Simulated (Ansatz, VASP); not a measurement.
## One calculation of MoS, two programs

The input INCAR:

```
SYSTEM = MoS
PREC = Accurate
ENCUT = 520
EDIFF = 1E-6
ISMEAR = 0
SIGMA = 0.1
LREAL = .False.
LASPH = .True.
NELM = 150
ALGO = Normal
ISIF = 2
LWAVE = .False.
LCHARG = .False.
ISPIN = 2
MAGMOM = 3.5 0
LORBIT = 11
LMAXMIX = 4
GGA = PE
NBANDS = 21
```

KPOINTS

```
regular mesh
0
Gamma
  14 14 14
  0 0 0
```

The input POSCAR:

```
MoS
1.0
    0.0000000000      2.6337752688      2.6337752688
    2.6337752688      0.0000000000      2.6337752688
    2.6337752688      2.6337752688      0.0000000000
Mo S
1 1
Direct
    0.0000000000      0.0000000000      0.0000000000
    0.5000000000      0.5000000000      0.5000000000
```

Input for Ansatz:

```yaml
crystal:
  lattice:
    - [0.0, 2.6337752688, 2.6337752688]
    - [2.6337752688, 0.0, 2.6337752688]
    - [2.6337752688, 2.6337752688, 0.0]
  atoms:
    - { symbol: Mo, position: [0.0, 0.0, 0.0], spin: 3.5 }
    - { symbol: S, position: [0.5, 0.5, 0.5] }
basis:
  ecutwfc: 420
kpoints:
  mp_grid: { grid: [14, 14, 14] }
hamiltonian:
  xc: pbe
scf:
  occupations: { method: gaussian, width: 0.1 }
  lower_state_search: "off"
output:
  forces: true
  stress: true
  eigenvalues: true
  populations: true
magnetization:
  spin_polarized: true
```

Alike in both runs: task single point; functional PBE; k mesh 14 × 14 × 14; occupations gaussian, width 0.1 eV; collinear spin.

|  | VASP | Ansatz |
| --- | --- | --- |
| version | VASP 6.6.1 | Ansatz 0.2.0 |
| potentials or method | VASP PAW PBE potentials, release 64 (Mo_sv, S), cutoff 520 eV | scalar-relativistic, plane waves, PAW |
| valence electrons in the cell | 20 | 20 |

Ansatz gave:

```
gap on the k mesh at the Fermi level (eV)                     : none
pressure (GPa)                                                : -10.6
net moment per atom (μB)                                      : 1.30
size of the moment on the site where the two differ most (μB) : 1.99
```

Problem. What did VASP give for the same quantities?

Solution. gap on the k mesh at the Fermi level (eV): none; pressure (GPa): -10.6; net moment per atom (μB): 1.30; size of the moment on the site where the two differ most (μB): 2.28.

Site moments also hang on the region over which each program counts them. A gap of «none» marks a metal or a gap that the smearing closes. With one functional, cell and mesh, what is left measures potentials, basis and numerics.
